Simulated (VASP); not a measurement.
A run of VASP 6.6.1 is set up as follows.

Contents of INCAR:

```
SYSTEM = BN
ALGO = Normal ; EDIFF = 1E-7
EDIFFG = -0.005 ; ENCUT = 600
IBRION = 2 ; ISIF = 3
ISMEAR = -1 ; LASPH = .TRUE.
LCHARG = .FALSE. ; LREAL = .FALSE.
LWAVE = .FALSE. ; NELM = 60
NSW = 80 ; PREC = Accurate
SIGMA = 0.02
```

KPOINTS

```
k-points
0
G
  12 12 12
  0 0 0
```

File POSCAR:

```
BN
1.0
    0.0000000000      1.7517434717      1.7517434717
    1.7517434717      0.0000000000      1.7517434717
    1.7517434717      1.7517434717      0.0000000000
B N
1 1
Direct
    0.0000000000      0.0000000000      0.0000000000
    0.5000000000      0.5000000000      0.5000000000
```

Potentials or basis: VASP PAW LDA potentials, release 64 (B, N).

The run is started by

```console
$ cat potpaw_LDA.64/B/POTCAR potpaw_LDA.64/N/POTCAR > POTCAR
$ mpirun -np 1 vasp_std > vasp.out
```

Q: Estimate the space group after relaxing (to 0.05 Å).

A: Fm-3m (No. 225).

Q: What does it give for the band gap on the k mesh?

A: 1.55 eV, indirect (least direct gap 5.81 eV).

Final structure:
```cif
data_structure
_symmetry_space_group_name_H-M 'P 1'
_symmetry_Int_Tables_number 1
_cell_length_a 2.4476
_cell_length_b 2.4476
_cell_length_c 2.4476
_cell_angle_alpha 60.000
_cell_angle_beta 60.000
_cell_angle_gamma 60.000
_cell_volume 10.37
loop_
_atom_site_label
_atom_site_type_symbol
_atom_site_fract_x
_atom_site_fract_y
_atom_site_fract_z
_atom_site_occupancy
B1 B 0.00000 0.00000 0.00000 1
N1 N 0.50000 0.50000 0.50000 1
```

A k mesh can miss the band edges.
